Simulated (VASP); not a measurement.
# CO2: single point with PBE

The system is CO2.

```
C O
1.0
     5.92564    0.00000    0.00000
     0.00000    5.92564    0.00000
     0.00000    0.00000    5.92564
C O
4 8
Direct
  0.00000 0.00000 0.00000
  0.50000 0.00000 0.50000
  0.50000 0.50000 0.00000
  0.00000 0.50000 0.50000
  0.11148 0.11148 0.11148
  0.38852 0.88852 0.61148
  0.61148 0.38852 0.88852
  0.88852 0.61148 0.38852
  0.88852 0.88852 0.88852
  0.61148 0.11148 0.38852
  0.38852 0.61148 0.11148
  0.11148 0.38852 0.61148
```

This cell differs from its parent crystal: volume 17.339 Å^3 an atom, c/a of the conventional cell 1.0000.

* Program: VASP 6.6.1
* Task: single point
* Functional: PBE
* Potentials or basis: VASP PAW PBE potentials, release 64 (C, O)
* Cutoff: 520 eV
* k mesh: 4 × 4 × 4
* Occupations: gaussian, width 0.05 eV
* Spin: no spin polarisation
* Dipole correction: no
* Further INCAR settings: ALGO = Normal; EDIFF = 1e-06; NBANDS = 44

The pressure is 8.3 GPa, the largest force is 3.589 eV/Å and the band gap on the k mesh is 6.84 eV, direct.

Forces on the atoms (eV/Å):
```
C    0.000  0.000  0.000
C    0.000  0.000  0.000
C    0.000  0.000  0.000
C    0.000  0.000  0.000
O    2.072  2.072  2.072
O   -2.072 -2.072  2.072
O    2.072 -2.072 -2.072
O   -2.072  2.072 -2.072
O   -2.072 -2.072 -2.072
O    2.072  2.072 -2.072
O   -2.072  2.072  2.072
O    2.072 -2.072  2.072
```

Levels at points of the mesh, in eV from the valence-band top:
```
           k point  band 29  band 30  band 31  band 32  band 33  band 34  band 35  band 36
(0.00, 0.00, 0.00)    -0.12    -0.12     0.00     0.00     6.84     8.64     8.64     8.64
(0.50, 0.00, 0.00)    -0.19    -0.19    -0.05    -0.05     8.17     8.17     8.55     8.55
(0.50, 0.50, 0.00)    -0.18    -0.18    -0.18    -0.18     8.50     8.50     8.50     8.50
(0.50, 0.50, 0.50)    -0.20    -0.20    -0.20    -0.20     8.59     8.59     8.59     8.59
```

It took 44 s on 1 thread of Intel(R) Xeon(R) 6975P-C (Granite Rapids), on a shared host, peak memory 0.34 GiB.

Caveat: forces of over 1 eV/Å act on the atoms, so gaps and moduli don't describe the material at rest. A k mesh can miss the band edges.
